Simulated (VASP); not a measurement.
Wanted: the native input for a VASP 6.6.1 run.

```
Task                   : single point
Functional             : LDA
Potentials or basis    : VASP PAW LDA potentials, release 64 (Be)
Cutoff                 : 520 eV
k mesh                 : 13 × 13 × 7
Occupations            : fermi-dirac, width 0.1 eV
Spin                   : no spin polarisation
Dipole correction      : no
Further INCAR settings : ALGO = Normal; EDIFF = 1e-07; NBANDS = 9
```

The structure of Be lies in POSCAR:

```
Be
1.0
    2.2326409130      0.0000000000      0.0000000000
   -1.1163204565      1.9335237482      0.0000000000
    0.0000000000      0.0000000000      3.5016109705
Be
2
Direct
    0.3333333333      0.6666666667      0.2500000000
    0.6666666667      0.3333333333      0.7500000000
```

One way to write it, as run:

INCAR

```
SYSTEM = Be
  PREC = Accurate
  ENCUT = 520
  EDIFF = 1E-7
  ISMEAR = -1
  SIGMA = 0.1
  LREAL = .False.
  LASPH = .True.
  NELM = 80
  ALGO = Normal
  ISIF = 2
  LWAVE = .False.
  LCHARG = .False.
  NBANDS = 9
```

KPOINTS

```
regular mesh
0
Gamma
  13 13 7
  0 0 0
```

Potentials or basis: VASP PAW LDA potentials, release 64 (Be).

Run with:

```bash
$ cat potpaw_LDA.64/Be/POTCAR > POTCAR
$ mpirun -np 1 vasp_std > vasp.out
```

Results of the run:

- Pressure: 0.4 GPa
- Band gap on the k mesh: zero (band 2 reaches 8.23 eV, above the bottom of band 3 at 6.56 eV)

Run time: 11 s on 1 thread of AMD EPYC 7R43 64-Core Processor (Zen 3) (shared host), peak memory 0.08 GiB.
